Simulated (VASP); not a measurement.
# Cu2SnRuSe4 (I-42m) in VASP: single point with r2SCAN

Aim: the single point of Cu2SnRuSe4 with r2SCAN.

Everything below comes from runs of VASP 6.6.1. Logs are shortened: lines on timing, memory, paths and dates and some standing lists are left out, and cuts for length are marked.

## (1) The cell of the first run

Symmetry: I-42m, No. 121, tetragonal system. Conventional cell: a = 5.698 Å, b = 5.698 Å, c = 11.394 Å, α = 90.00°, β = 90.00°, γ = 90.00°. Sn (site symmetry -42m) has 4 Se at 2.57 Å within 3.4 Å. Ru (site symmetry -42m) has 4 Se at 2.47 Å within 3.3 Å. Se (site symmetry m) has 2 Cu at 2.42 Å and 1 Ru at 2.47 Å and 1 Sn at 2.57 Å within 3.2 Å. Cu (site symmetry -4) has 4 Se at 2.42 Å within 3.2 Å.

## (2) Single point, r2SCAN

POSCAR

```
Cu2SnRuSe4
1.0
    0.0000000000      5.6982960000      0.0000000000
    5.6982960000      0.0000000000      0.0000000000
    2.8491480000      2.8491480000     -5.6971340000
Sn Ru Se Cu
1 1 4 2
Direct
    0.5000000000      0.5000000000      0.0000000000
    0.0000000000      0.0000000000      0.0000000000
    0.3753000000      0.3753000000      0.7336000000
    0.6247000000      0.1089000000      0.2664000000
    0.8911000000      0.8911000000      0.7336000000
    0.1089000000      0.6247000000      0.2664000000
    0.7500000000      0.2500000000      0.5000000000
    0.2500000000      0.7500000000      0.5000000000
```

INCAR.step1

```
PREC     = Accurate       # precision mode
ENCUT    = 660            # plane-wave cutoff, eV
ISMEAR   = 0              # smearing method
SIGMA    = 0.0692         # smearing width, eV
LREAL    = False          # projectors in reciprocal space
LASPH    = True           # aspherical terms in the spheres
NELM     = 120            # most SCF steps
NBANDS   = 47             # bands
GGA      = PE             # functional
ALGO     = Normal         # electronic algorithm
EDIFF    = 1E-5           # SCF threshold, eV
LWAVE    = True           # write WAVECAR
LCHARG   = False          # write CHGCAR
GGA_COMPAT= False
```

INCAR.step2

```
PREC     = Accurate       # precision mode
ENCUT    = 660            # plane-wave cutoff, eV
EDIFF    = 1E-6           # SCF threshold, eV
ISMEAR   = 0              # smearing method
SIGMA    = 0.0692         # smearing width, eV
LREAL    = False          # projectors in reciprocal space
LASPH    = True           # aspherical terms in the spheres
NELM     = 120            # most SCF steps
ALGO     = Normal         # electronic algorithm
ISIF     = 2              # what is computed and relaxed
LWAVE    = False          # write WAVECAR
LCHARG   = False          # write CHGCAR
METAGGA  = R2SCAN         # meta-GGA
LMIXTAU  = True         
NBANDS   = 47             # bands
ISTART   = 1            
GGA_COMPAT= False
```

KPOINTS

```
Automatic mesh
0
Gamma
  5 5 5
```

Potentials or basis: VASP PAW PBE potentials, release 64 (Sn_d, Ru_pv, Se, Cu).

Started as:

```bash
$ cat potpaw_PBE.64/Sn_d/POTCAR potpaw_PBE.64/Ru_pv/POTCAR potpaw_PBE.64/Se/POTCAR potpaw_PBE.64/Cu/POTCAR > POTCAR
$ cp INCAR.step1 INCAR
$ mpirun -np 1 vasp_std > vasp.out
$ cp INCAR.step2 INCAR
$ mpirun -np 1 vasp_std > vasp.out
```

OUTCAR:

```text
PREC = Accurate
   ENCUT = 660
   EDIFF = 1E-6
   ISMEAR = 0
   LREAL = False
   LASPH = True
   NELM = 120
   ISIF = 2
   METAGGA = R2SCAN
   ISTART = 1

 ion  position               nearest neighbor table
   1  0.500  0.500  0.000-   3 2.57   4 2.57   6 2.57   5 2.57
   2  0.000  0.000  0.000-   5 2.47   4 2.47   6 2.47   3 2.47
   3  0.375  0.375  0.734-   7 2.42   8 2.42   2 2.47   1 2.57
   4  0.625  0.109  0.266-   8 2.42   7 2.42   2 2.47   1 2.57
   5  0.891  0.891  0.734-   7 2.42   8 2.42   2 2.47   1 2.57
   6  0.109  0.625  0.266-   7 2.42   8 2.42   2 2.47   1 2.57
   7  0.750  0.250  0.500-   6 2.42   3 2.42   5 2.42   4 2.42
   8  0.250  0.750  0.500-   4 2.42   3 2.42   5 2.42   6 2.42

  LATTYP: Found a body centered tetragonal cell.
 ALAT       =     5.6982960000
 C/A-ratio  =     1.9995921588

  Lattice vectors:

 A1 = (  -2.8491480000,   2.8491480000,   5.6971340000)
 A2 = (   2.8491480000,  -2.8491480000,   5.6971340000)
 A3 = (   2.8491480000,   2.8491480000,  -5.6971340000)

Analysis of symmetry for initial positions (statically):
=====================================================================
 Subroutine PRICEL returns:
 Original cell was already a primitive cell.

 Routine SETGRP: Setting up the symmetry group for a
 body centered tetragonal supercell.

 Subroutine GETGRP returns: Found  8 space group operations
 (whereof  8 operations were pure point group operations)
 out of a pool of 16 trial point group operations.

The static configuration has the point symmetry D_2d.

Analysis of symmetry for dynamics (positions and initial velocities):
=====================================================================
 Subroutine PRICEL returns:
 Original cell was already a primitive cell.

 Routine SETGRP: Setting up the symmetry group for a
 body centered tetragonal supercell.

 Subroutine GETGRP returns: Found  8 space group operations
 (whereof  8 operations were pure point group operations)
 out of a pool of 16 trial point group operations.

The dynamic configuration has the point symmetry D_2d.

 Subroutine INISYM returns: Found  8 space group operations
 (whereof  8 operations are pure point group operations),
 and found     1 'primitive' translations

----------------------------------------------------------------------------------------

                                     Primitive cell

  volume of cell :     184.9892

  direct lattice vectors                    reciprocal lattice vectors
     0.000000000  5.698296000  0.000000000     0.000000000  0.175491059  0.087763426
     5.698296000  0.000000000  0.000000000     0.175491059  0.000000000  0.087763426
     2.849148000  2.849148000 -5.697134000     0.000000000  0.000000000 -0.175526853

  length of vectors
     5.698296000  5.698296000  6.978010065     0.196212973  0.196212973  0.175526853

  position of ions in fractional coordinates (direct lattice)
     0.500000000  0.500000000  0.000000000
     0.000000000  0.000000000  0.000000000
     0.375300000  0.375300000  0.733600000
     0.624700000  0.108900000  0.266400000
     0.891100000  0.891100000  0.733600000
     0.108900000  0.624700000  0.266400000
     0.750000000  0.250000000  0.500000000
     0.250000000  0.750000000  0.500000000

  ion indices of the primitive-cell ions
   primitive index   ion index
                 1           1
                 2           2
                 3           3
                 4           4
                 5           5
                 6           6
                 7           7
                 8           8

----------------------------------------------------------------------------------------

 KPOINTS: Automatic mesh

Automatic generation of k-mesh.
 Grid dimensions read from file:
 generate k-points for:    5    5    5

 Generating k-lattice:

  Cartesian coordinates                     Fractional coordinates (reciprocal lattice)
     0.000000000  0.035098212  0.017552685     0.200000000  0.000000000  0.000000000
     0.035098212  0.000000000  0.017552685     0.000000000  0.200000000  0.000000000
     0.000000000  0.000000000 -0.035105371     0.000000000  0.000000000  0.200000000

  Length of vectors
     0.039242595  0.039242595  0.035105371

  Shift w.r.t. Gamma in fractional coordinates (k-lattice)
     0.000000000  0.000000000  0.000000000

 Subroutine IBZKPT returns following result:
 ===========================================

 Found     18 irreducible k-points:

 Following reciprocal coordinates:
            Coordinates               Weight
  0.000000  0.000000  0.000000      1.000000
  0.200000  0.000000  0.000000      8.000000
  0.400000  0.000000  0.000000      8.000000
  0.200000  0.200000  0.000000      8.000000
  0.400000  0.200000 -0.000000     16.000000
 -0.400000  0.200000 -0.000000     16.000000
[... 10 lines left out ...]
  0.000000  0.000000  0.400000      2.000000
 -0.200000  0.000000  0.400000      4.000000
   k-points           NKPTS =     18   k-points in BZ     NKDIM =     18   number of bands    NBANDS=     47
   number of dos      NEDOS =    301   number of ions     NIONS =      8
   total plane-waves  NPLWV = 138240
   dimension x,y,z NGX =    48 NGY =   48 NGZ =   60
   dimension x,y,z NGXF=    96 NGYF=   96 NGZF=  120
   ions per type =               1   1   4   2
   NGX,Y,Z   is equivalent  to a cutoff of  14.00, 14.00, 14.29 a.u.
   NGXF,Y,Z  is equivalent  to a cutoff of  28.01, 28.01, 28.59 a.u.
 SYSTEM =  unknown system
   PREC   = accura    normal or accurate (medium, high low for compatibility)
   ISTART =      1    job   : 0-new  1-cont  2-samecut
   ICHARG =      0    charge: 1-file 2-atom 10-const
   ISPIN  =      1    spin polarized calculation?
   LNONCOLLINEAR =      F non collinear calculations
   LSORBIT =      F    spin-orbit coupling
   LASPH  =      T    aspherical Exc in radial PAW
   ENCUT  =  660.0 eV  48.51 Ry    6.96 a.u.  11.94 11.94 14.62*2*pi/ulx,y,z
   NELM   =    120;   NELMIN=  2; NELMDL=  0     # of ELM steps
   EDIFF  = 0.1E-05   stopping-criterion for ELM
   LREAL  =      F    real-space projection
   EDIFFG = 0.1E-04   stopping-criterion for IOM
   NSW    =      0    number of steps for IOM
   IBRION =     -1    ionic relax: 0-MD 1-quasi-New 2-CG
   NFREE  =      0    steps in history (QN), initial steepest desc. (CG)
   ISIF   =      2    stress and relaxation
   ISYM   =      2    0-nonsym 1-usesym 2-fastsym
   POTIM  = 0.5000    time-step for ionic-motion
   TEBEG  =    0.0;   TEEND  =   0.0 temperature during run
   PSTRESS=    0.0 pullay stress
   NELECT =      74.0000    total number of electrons
   NUPDOWN=      -1.0000    fix difference up-down
   EMIN   =  10.00;   EMAX   =-10.00  energy-range for DOS
   EFERMI =   0.00;   METHOD = LEGACY
   ISMEAR =     0;   SIGMA  =   0.07  broadening in eV -4-tet -1-fermi 0-gaus
   EFERMI_NEDOS =   21; number of points for ismear=-14 and -15
   IALGO  =     38    algorithm
   IMIX   =      4    mixing-type and parameters
     AMIX     =   0.40;   BMIX     =  1.00
     AMIX_MAG =   1.60;   BMIX_MAG =  1.00
  volume/ion in A,a.u.               =      23.12       156.05
  Fermi-wavevector in a.u.,A,eV,Ry     =   1.206248  2.279478 19.796941  1.455034
  Thomas-Fermi vector in A             =   2.341921
   LORBIT       =      0    0 simple, 1 ext, 2 COOP (PROOUT), +10 PAW based schemes
   METAGGA = R2SCAN    functional components
   LHFCALC =     F    Hartree Fock is set to
   AEXX    =    0.0000 exact exchange contribution
   IVDW    =     0    specifies the selected vdW correction
   LEPSILON=     F    determine dielectric tensor
   LRPA    =     F    only Hartree local field effects (RPA)
 non-spin polarized calculation
 Gauss-broadening in eV      SIGMA  =   0.07
  energy-cutoff  :      660.00
  volume of cell :      184.99
 maximum number of plane-waves:      7144
   NGX = 23   NGY = 23   NGZ = 29

 number of electron      73.9999976 magnetization

 Free energy of the ion-electron system (eV)
  ---------------------------------------------------
  ext. energy  EPLUGINS =         0.00000000
  ---------------------------------------------------
  free energy    TOTEN  =      -129.96440944 eV

  energy without entropy =     -129.95444881  energy(sigma->0) =     -129.95942912

 E-fermi :   4.7778     XC(G=0): -10.2422

 val. band max:        4.7645271423   @ k =   0.4000   0.0000   0.2000
 cond. band min:       4.7885285858   @ k =   0.4000   0.0000   0.2000
 fundamental gap:      0.0240014435
 Fermi energy:         4.7778484841

 k-point     1 :       0.0000    0.0000    0.0000
  band No.  band energies     occupation
      1     -39.0170      2.00000
      2     -38.9782      2.00000
      3     -38.9782      2.00000
      4     -18.2839      2.00000
      5     -18.2722      2.00000
      6     -18.2722      2.00000
[... 39 lines left out ...]
     46      10.2501      0.00000
     47      10.3518      0.00000

 k-point     2 :       0.2000    0.0000    0.0000
  band No.  band energies     occupation
      1     -39.0171      2.00000
      2     -38.9783      2.00000
      3     -38.9782      2.00000
      4     -18.2840      2.00000
      5     -18.2723      2.00000
      6     -18.2722      2.00000
[... 39 lines left out ...]
     46      10.0309      0.00000
     47      10.3544      0.00000

 k-point     3 :       0.4000    0.0000    0.0000
  band No.  band energies     occupation
      1     -39.0170      2.00000
      2     -38.9783      2.00000
      3     -38.9782      2.00000
      4     -18.2841      2.00000
      5     -18.2724      2.00000
      6     -18.2722      2.00000
[... 739 lines left out ...]
     46       9.0854      0.00000
     47       9.9613      0.00000

 k-point    18 :      -0.2000    0.0000    0.4000
  band No.  band energies     occupation
      1     -39.0170      2.00000
      2     -38.9782      2.00000
      3     -38.9782      2.00000
      4     -18.2841      2.00000
      5     -18.2721      2.00000
      6     -18.2720      2.00000
[... 39 lines left out ...]
     46       9.2395      0.00000
     47      10.2992      0.00000

------------------------ aborting loop because EDIFF is reached ----------------------------------------

  FORCE on cell =-STRESS in cart. coord.  units (eV):
  Direction    XX          YY          ZZ          XY          YZ          ZX
  --------------------------------------------------------------------------------------
  -------------------------------------------------------------------------------------
  Total       -0.2681789     -0.2681789     -2.0076791      0.0000000     -0.0000000      0.0000000
  in kB       -2.3226764     -2.3226764    -17.3883522      0.0000000     -0.0000000      0.0000000
  external PRESSURE =      -7.3445683 kB  Pullay stress =       0.0000000 kB

 VOLUME and BASIS-vectors are now :
 -----------------------------------------------------------------------------
  energy-cutoff  :      660.00
  volume of cell :      184.99
      direct lattice vectors                 reciprocal lattice vectors
     0.000000000  5.698296000  0.000000000     0.000000000  0.175491059  0.087763426
     5.698296000  0.000000000  0.000000000     0.175491059  0.000000000  0.087763426
     2.849148000  2.849148000 -5.697134000     0.000000000  0.000000000 -0.175526853

 POSITION                                       TOTAL-FORCE (eV/Angst)
 -----------------------------------------------------------------------------------
      2.84915      2.84915      0.00000         0.000000      0.000000      0.000000
      0.00000      0.00000      0.00000         0.000000      0.000000      0.000000
      4.22871      4.22871     -4.17942        -0.714605     -0.714605     -0.013851
      1.37956      4.31874     -1.51772        -0.714605      0.714605      0.013851
      7.16789      7.16789     -4.17942         0.714605      0.714605     -0.013851
      4.31874      1.37956     -1.51772         0.714605     -0.714605      0.013851
      2.84915      5.69830     -2.84857         0.000000      0.000000      0.000000
      5.69830      2.84915     -2.84857        -0.000000      0.000000      0.000000
 -----------------------------------------------------------------------------------
    total drift:                               -0.000267     -0.000267      0.000120

  FREE ENERGIE OF THE ION-ELECTRON SYSTEM (eV)
  ---------------------------------------------------
  free  energy   TOTEN  =      -129.9644094391 eV

  energy  without entropy=     -129.9544488073  energy(sigma->0) =     -129.95942912
```

Wall time 12 min (1 thread of Intel Xeon Platinum 8488C (Sapphire Rapids), shared host); peak memory 0.54 GiB.

Results:

```
Free energy            : -129.9644 eV
Pressure               : -0.7 GPa
Largest force          : 1.011 eV/Å
Band gap on the k mesh : zero (bands 37 and 38 overlap by 0.33 eV)
```

Forces in eV/Å, atoms in the order of the input:
```
Sn   0.000  0.000  0.000
Ru   0.000  0.000  0.000
Se  -0.715 -0.715 -0.014
Se  -0.715  0.715  0.014
Se   0.715  0.715 -0.014
Se   0.715 -0.715  0.014
Cu   0.000  0.000  0.000
Cu   0.000  0.000  0.000
```

Stress tensor (GPa, compression positive):
```
-0.23  0.00  0.00
 0.00 -0.23  0.00
 0.00  0.00 -1.74
```

Levels at points of the mesh, in eV from the Fermi level:
```tsv
k point	band 34	band 35	band 36	band 37	band 38	band 39	band 40	band 41
(0.00, 0.00, 0.00)	-1.55	-1.55	-0.63	0.30	0.68	0.81	0.81	2.50
```

Caveat: the PAW data sets were made with another functional, which shifts forces and pressure a little; spin-orbit coupling is left out, which moves the levels of the heavy elements. With open d or f shells a metallic result of r2SCAN can be an artefact of self-interaction; +U or a hybrid may open a gap.

The gap in the log of VASP goes by the Fermi energy; the results here count the filled bands.